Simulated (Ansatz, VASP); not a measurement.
# Two plane-wave programs on Al

File INCAR:

```
PREC     = Accurate       # precision mode
ENCUT    = 500            # plane-wave cutoff, eV
EDIFF    = 1E-6           # SCF threshold, eV
ISMEAR   = 0              # smearing method
SIGMA    = 0.15           # smearing width, eV
LREAL    = F              # projectors in reciprocal space
LASPH    = T              # aspherical terms in the spheres
NELM     = 120            # most SCF steps
ALGO     = Normal         # electronic algorithm
ISIF     = 2              # what is computed and relaxed
LWAVE    = F              # write WAVECAR
LCHARG   = F              # write CHGCAR
GGA      = PE             # functional
IVDW     = 12             # dispersion correction
NBANDS   = 14             # bands
GGA_COMPAT= F
```

KPOINTS

```
Automatic mesh
0
Gamma
  18 18 4
```

Contents of POSCAR:

```
Al
1.0
    2.8823000000      0.0000000000      0.0000000000
   -1.4411500000      2.4961450213      0.0000000000
    0.0000000000      0.0000000000     10.0403000000
Al
4
Direct
    0.0000000000      0.0000000000      0.0000000000
    0.3333333333      0.6666666667      0.2500000000
    0.0000000000      0.0000000000      0.5000000000
    0.6666666667      0.3333333333      0.7500000000
```

Input for Ansatz:

```yaml
crystal:
  lattice:
    - [2.8823, 0.0, 0.0]
    - [-1.44115, 2.4961450213, 0.0]
    - [0.0, 0.0, 10.0403]
  atoms:
    - { symbol: Al, position: [0.0, 0.0, 0.0] }
    - { symbol: Al, position: [0.3333333333, 0.6666666667, 0.25] }
    - { symbol: Al, position: [0.0, 0.0, 0.5] }
    - { symbol: Al, position: [0.6666666667, 0.3333333333, 0.75] }
basis:
  ecutwfc: 420
kpoints:
  mp_grid: { grid: [18, 18, 4] }
hamiltonian:
  xc: pbe
  dispersion: d3bj
scf:
  occupations: { method: gaussian, width: 0.15 }
output:
  forces: true
  stress: true
  eigenvalues: true
```

Alike in both runs: task single point; functional PBE; dispersion D3(BJ); k mesh 18 × 18 × 4; occupations gaussian, width 0.15 eV; no spin polarisation.

|  | VASP | Ansatz |
| --- | --- | --- |
| version | VASP 6.6.1 | Ansatz 0.2.0 |
| potentials or method | VASP PAW PBE potentials, release 64 (Al), cutoff 500 eV | scalar-relativistic, plane waves, PAW |
| valence electrons in the cell | 12 | 12 |

|  | VASP | Ansatz | Ansatz less VASP |
| --- | --- | --- | --- |
| gap on the k mesh at the Fermi level (eV) | none | none | - |
| pressure (GPa) | -7.9 | -7.9 | +0.03 |
| traceless stress, the component that is largest in VASP (GPa) | -1.78 | -1.79 | -0.013 |

A gap of «none» marks a metal or a gap that the smearing closes.
